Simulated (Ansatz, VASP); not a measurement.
## HfC in VASP and in Ansatz

The input INCAR:

```
SYSTEM = HfC
  PREC = Accurate
  ENCUT = 520
  EDIFF = 1E-7
  ISMEAR = 0
  SIGMA = 0.1
  LREAL = .False.
  LASPH = .True.
  NELM = 80
  ALGO = Normal
  ISIF = 2
  LWAVE = .False.
  LCHARG = .False.
  GGA = PS
  NBANDS = 22
```

The input KPOINTS:

```
regular mesh
0
Gamma
  15 15 8
  0 0 0
```

File POSCAR:

```
HfC
1.0
    3.4883141551      0.0000000000      0.0000000000
   -1.7441570775      3.0209686746      0.0000000000
    0.0000000000      0.0000000000      5.1169212461
Hf C
2 2
Direct
    0.6666666700      0.3333333300      0.7500000000
    0.3333333300      0.6666666700      0.2500000000
    0.0000000000      0.0000000000      0.0000000000
    0.0000000000      0.0000000000      0.5000000000
```

Input for Ansatz:

```yaml
crystal:
  lattice:
    - [3.4883141551, 0.0, 0.0]
    - [-1.7441570775, 3.0209686746, 0.0]
    - [0.0, 0.0, 5.1169212461]
  atoms:
    - { symbol: Hf, position: [0.66666667, 0.33333333, 0.75] }
    - { symbol: Hf, position: [0.33333333, 0.66666667, 0.25] }
    - { symbol: C, position: [0.0, 0.0, 0.0] }
    - { symbol: C, position: [0.0, 0.0, 0.5] }
basis:
  ecutwfc: 420
kpoints:
  mp_grid: { grid: [15, 15, 8] }
hamiltonian:
  xc: pbesol
scf:
  occupations: { method: gaussian, width: 0.1 }
output:
  forces: true
  stress: true
  eigenvalues: true
  populations: true
```

Alike in both runs: task single point; functional PBEsol; k mesh 15 × 15 × 8; occupations gaussian, width 0.1 eV; no spin polarisation.

|  | VASP | Ansatz |
| --- | --- | --- |
| version | VASP 6.6.1 | Ansatz 0.2.0 |
| potentials or method | VASP PAW PBE potentials, release 64 (Hf_pv, C), cutoff 520 eV | scalar-relativistic, plane waves, PAW |
| valence electrons in the cell | 28 | 60 |

VASP gave:

* gap on the k mesh at the Fermi level (eV): none
* pressure (GPa): -21.5
* traceless stress, the component that is largest in VASP (GPa): 9.63

Problem. Estimate Ansatz's values.

Solution. gap on the k mesh at the Fermi level (eV): none; pressure (GPa): -20.8; traceless stress, the component that is largest in VASP (GPa): 9.60.

VASP's potentials were made for PBE, not for PBEsol. A gap of «none» marks a metal or a gap that the smearing closes. With one functional, cell and mesh, what is left measures potentials, basis and numerics. VASP's potentials hold 28 valence electrons a cell and Ansatz's 60, so a difference there can come from the potentials and not from the codes.

Spin-orbit coupling is off throughout.
